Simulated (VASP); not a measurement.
Set up this calculation in VASP 6.6.1, as the native input.

* Task: single point
* Functional: PBE
* Potentials or basis: VASP PAW PBE potentials, release 64 (Li_sv, P)
* Cutoff: 520 eV
* k mesh: 6 × 6 × 4
* Occupations: gaussian, width 0.1 eV
* Spin: no spin polarisation
* Dipole correction: no
* Further INCAR settings: ALGO = Normal; EDIFF = 1e-06; NBANDS = 30

The structure of LiP2 lies in POSCAR:

```
LiP2
1.0
    4.7334026559      0.0000000000      0.0000000000
   -2.3667013279      4.0992469464      0.0000000000
    0.0000000000      0.0000000000      7.8132259691
Li P
3 6
Direct
    0.0002501905      0.0000000000      0.3333333333
    0.0000000000      0.0002501905      0.6666666667
    0.9997498095      0.9997498095      0.0000000000
    0.4997240801      0.4997226256      0.1412569327
    0.5002773744      0.0000014545      0.4745902661
    0.9999985455      0.5002759199      0.8079235994
    0.4997226256      0.4997240801      0.8587430673
    0.0000014545      0.5002773744      0.5254097339
    0.5002759199      0.9999985455      0.1920764006
```

The input as run:

INCAR

```
PREC = Accurate
ENCUT = 520
EDIFF = 1E-6
ISMEAR = 0
SIGMA = 0.1
LREAL = F
LASPH = T
NELM = 80
ALGO = Normal
ISIF = 2
LWAVE = F
LCHARG = F
GGA = PE
NBANDS = 30
```

KPOINTS

```
Automatic mesh
0
Gamma
  6 6 4
```

Potentials or basis: VASP PAW PBE potentials, release 64 (Li_sv, P).

Run with:

```sh
$ cat potpaw_PBE.64/Li_sv/POTCAR potpaw_PBE.64/P/POTCAR > POTCAR
$ mpirun -np 1 vasp_std > vasp.out
```

It gave:

```yaml
Largest_force: 0.049 eV/Å
Band_gap_on_the_k_mesh: zero (an odd number of electrons rules out a gap without spin polarisation)
```

Caveat: an odd number of electrons without spin polarisation forces a metal; a magnetic or distorted state may lie lower.

Wall time 2.4 min on 1 thread of AMD EPYC 7R43 64-Core Processor (Zen 3), on a shared host, peak memory 0.24 GiB.
